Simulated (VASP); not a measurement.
NaCu2: relaxation of cell and atoms with PBE

Crystal: NaCu2.

```
CELL_PARAMETERS angstrom
4.39657 0.00000 0.00000
-2.19829 3.80754 0.00000
0.00000 0.00000 2.79486
ATOMIC_POSITIONS crystal
Na 0.00000 0.00000 0.00000
Cu 0.33333 0.66667 0.50000
Cu 0.66667 0.33333 0.50000
```

```
Program                : VASP 6.6.1
Task                   : relaxation of cell and atoms
Functional             : PBE
Potentials or basis    : VASP PAW PBE potentials, release 64 (Na_pv, Cu)
Cutoff                 : 600 eV
k mesh                 : 12 × 12 × 16
Occupations            : gaussian, width 0.1 eV
Spin                   : no spin polarisation
Dipole correction      : no
Further INCAR settings : ALGO = Fast; EDIFF = 1e-06; IBRION = 2; EDIFFG = -0.01; NSW = 100; ISIF = 3
```

The relaxed volume is 15.72 Å³/atom. The relaxed cell is a = 4.567 Å, b = 4.567 Å, c = 2.612 Å, α = 90.00°, β = 90.00°, γ = 120.00°, the space group after relaxing (to 0.1 Å) is P6/mmm (No. 191) and the energy gained by relaxing is 21.9 meV/atom. The ionic steps are 16. The pressure after relaxing is 0.1 GPa and the band gap on the k mesh is zero (an odd number of electrons rules out a gap without spin polarisation).

Stress tensor (GPa, compression positive):
```
0.09 0.00 0.00
0.00 0.09 0.00
0.00 0.00 0.00
```

The path:
| step | energy change (eV) | largest force (eV/Å) | pressure (GPa) | volume (Å³) |
| --- | --- | --- | --- | --- |
| 1 | 0.0000 | 0.0000 | 1.62 | 46.79 |
| 2 | -0.0266 | 0.0000 | -0.15 | 47.85 |
| 3 | -0.0356 | 0.0000 | -1.47 | 48.51 |
| 4 | -0.0375 | 0.0000 | -1.35 | 48.77 |
| 5 | -0.0388 | 0.0000 | -2.24 | 49.28 |
| 6 | -0.0532 | 0.0000 | -2.10 | 48.87 |
| 7 | -0.0590 | 0.0000 | -1.67 | 48.17 |
| 8 | -0.0600 | 0.0000 | -1.18 | 48.38 |
| 9 | -0.0649 | 0.0000 | -0.62 | 47.63 |
| 10 | -0.0655 | 0.0000 | 0.21 | 47.30 |
| 11 | -0.0654 | 0.0000 | -0.43 | 47.42 |
| 12 | -0.0655 | 0.0000 | -0.35 | 47.36 |
| 13 | -0.0655 | 0.0000 | -0.38 | 47.33 |
| 14 | -0.0658 | 0.0000 | -0.05 | 47.19 |
| 15 | -0.0658 | 0.0000 | 0.11 | 47.16 |
| 16 | -0.0658 | 0.0000 | 0.06 | 47.17 |

Final structure:
```
Na Cu
1.0
     4.56665    0.00000    0.00000
    -2.28333    3.95484    0.00000
     0.00000    0.00000    2.61170
Na Cu
1 2
Direct
  0.00000 0.00000 0.00000
  0.33333 0.66667 0.50000
  0.66667 0.33333 0.50000
```

Levels at points of the mesh, in eV from the Fermi level:
```tsv
k point	band 11	band 12	band 13	band 14	band 15	band 16	band 17	band 18
(0.00, 0.00, 0.00)	-2.03	-2.03	-1.74	-1.74	2.30	2.30	3.79	4.88
(0.50, 0.00, 0.00)	-1.98	-1.98	-1.81	-1.70	-1.64	0.32	3.17	9.53
(0.00, 0.00, 0.50)	-2.37	-2.37	-1.34	-0.91	0.65	6.55	7.00	7.00
(0.50, 0.00, 0.50)	-1.84	-1.77	-1.61	1.25	1.73	1.73	2.96	4.39
```

Run time: 43 min on 1 thread of Intel Xeon 8259CL (shared host), peak memory 0.32 GiB.
